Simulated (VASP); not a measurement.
Crystal: ZnAu.

```
Zn Au
1.0
     3.18670    0.00000    0.00000
     0.00000    3.18670    0.00000
     0.00000    0.00000    3.18670
Zn Au
1 1
Direct
  0.50000 0.50000 0.50000
  0.00000 0.00000 0.00000
```

| Quantity | Value |
| --- | --- |
| Program | VASP 6.6.1 |
| Task | relaxation of cell and atoms |
| Functional | LDA |
| Potentials or basis | VASP PAW LDA potentials, release 64 (Zn, Au_sv_GW) |
| Cutoff | 540 eV |
| k mesh | 14 × 14 × 14 |
| Occupations | gaussian, width 0.1 eV |
| Spin | no spin polarisation |

At the start: pressure -10.6 GPa; volume 16.18 Å³/atom.

How do energy, volume and symmetry change on relaxing?

Over 6 steps the energy falls by 45.9 meV/atom and the volume is 14.90 Å³/atom (-7.9 %); space group Pm-3m (No. 221, to 0.1 Å) before and after.

Step by step:
```
step  energy change (eV)  largest force (eV/Å)  pressure (GPa)  volume (Å³)
   1              0.0000                0.0000          -10.58        32.36
   2              0.0019                0.0000           14.84        27.61
   3             -0.0918                0.0000           -0.15        29.84
   4             -0.0918                0.0000            0.09        29.79
   5             -0.0918                0.0000           -0.10        29.82
   6             -0.0918                0.0000            0.00        29.80
```

Final structure:
```yaml
crystal:
  lattice:
    - [3.10042, 0.00000, 0.00000]
    - [0.00000, 3.10042, 0.00000]
    - [0.00000, 0.00000, 3.10042]
  atoms:
    - { symbol: Zn, position: [0.50000, 0.50000, 0.50000] }
    - { symbol: Au, position: [0.00000, 0.00000, 0.00000] }
```
